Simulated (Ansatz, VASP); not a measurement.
# Ge in VASP and in Ansatz

File POSCAR:

```
Ge
1.0
    0.0000000000      2.8088405347      2.8088405347
    2.8088405347      0.0000000000      2.8088405347
    2.8088405347      2.8088405347      0.0000000000
Ge
2
Direct
    0.0000000000      0.0000000000      0.0000000000
    0.2500000000      0.2500000000      0.2500000000
```

File INCAR.step1:

```
  ALGO = Normal
  EDIFF = 1E-4
  ENCUT = 520
  GGA = PE
  ISMEAR = 0
  LASPH = T
  LCHARG = F
  LREAL = F
  LWAVE = T
  NBANDS = 21
  NELM = 60
  PREC = Accurate
  SIGMA = 0.02
```

The input INCAR.step2:

```
  ALGO = Normal
  EDIFF = 1E-7
  ENCUT = 520
  ISIF = 2
  ISMEAR = 0
  ISTART = 1
  LASPH = T
  LCHARG = F
  LMIXTAU = T
  LREAL = F
  LWAVE = F
  METAGGA = R2SCAN
  NBANDS = 21
  NELM = 60
  PREC = Accurate
  SIGMA = 0.02
```

File KPOINTS:

```
k-points
0
Gamma
  12 12 12
```

Input for Ansatz:

```yaml
crystal:
  lattice:
    - [0.0, 2.8088405347, 2.8088405347]
    - [2.8088405347, 0.0, 2.8088405347]
    - [2.8088405347, 2.8088405347, 0.0]
  atoms:
    - { symbol: Ge, position: [0.0, 0.0, 0.0] }
    - { symbol: Ge, position: [0.25, 0.25, 0.25] }
basis:
  ecutwfc: 500
kpoints:
  mp_grid: { grid: [12, 12, 12] }
hamiltonian:
  xc: r2scan
scf:
  occupations: { method: gaussian, width: 0.02 }
output:
  forces: true
  stress: true
  eigenvalues: true
```

Alike in both runs: task single point; functional r2SCAN; k mesh 12 × 12 × 12; occupations gaussian, width 0.02 eV; no spin polarisation.

```csv
,VASP,Ansatz
version,VASP 6.6.1,Ansatz 0.2.0
potentials or method,"VASP PAW PBE potentials, release 64 (Ge_d), cutoff 520 eV","scalar-relativistic, plane waves, PAW"
valence electrons in the cell,28,28
```

Ansatz gave:

```
gap on the k mesh at the Fermi level (eV) : 0.54
least direct gap on the mesh (eV)         : 0.65
pressure (GPa)                            : 2.3
```

Question: Estimate VASP's values.

Answer: gap on the k mesh at the Fermi level (eV): 0.52; least direct gap on the mesh (eV): 0.61; pressure (GPa): 2.4.

VASP's potentials were made for PBE, not for r2SCAN.
